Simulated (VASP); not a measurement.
Runs of VASP 6.6.1 on C. The structure is that of space group P6_3/mmc (No. 194), or close to it. The cells are those of the table. 

```tsv
level	cell	gap on the mesh (eV)	pressure (GPa)	largest force (eV/Å)
r2SCAN	a = 2.552, b = 2.552, c = 4.251 Å, angles 90.0, 90.0, 120.0°, 4 atoms	3.74	-22.7	0.06
PBE	a = 2.512, b = 2.512, c = 4.180 Å, angles 90.0, 90.0, 120.0°, 4 atoms	3.34	0.7	-
PBE	a = 2.536, b = 2.536, c = 4.222 Å, angles 90.0, 90.0, 120.0°, 4 atoms	3.44	-11.6	(b)
r2SCAN	a = 2.478, b = 2.478, c = 4.127 Å, angles 90.0, 90.0, 120.0°, 4 atoms	3.46	(a)	0.05
PBE	a = 2.460, b = 2.460, c = 4.095 Å, angles 90.0, 90.0, 120.0°, 4 atoms	3.12	31.0	0.08
```

Alike in all rows: task single point; potentials or basis VASP PAW PBE potentials, release 64 (C); no spin polarisation; k mesh 9 × 9 × 6; cutoff (eV) 520; smearing gaussian 0.01 eV.

Q: Estimate the missing entries.

A: (a) 15.8; (b) 0.03.

Caveats: the PAW data sets were made with another functional, which shifts forces and pressure a little (some runs).

A k mesh can miss the band edges.
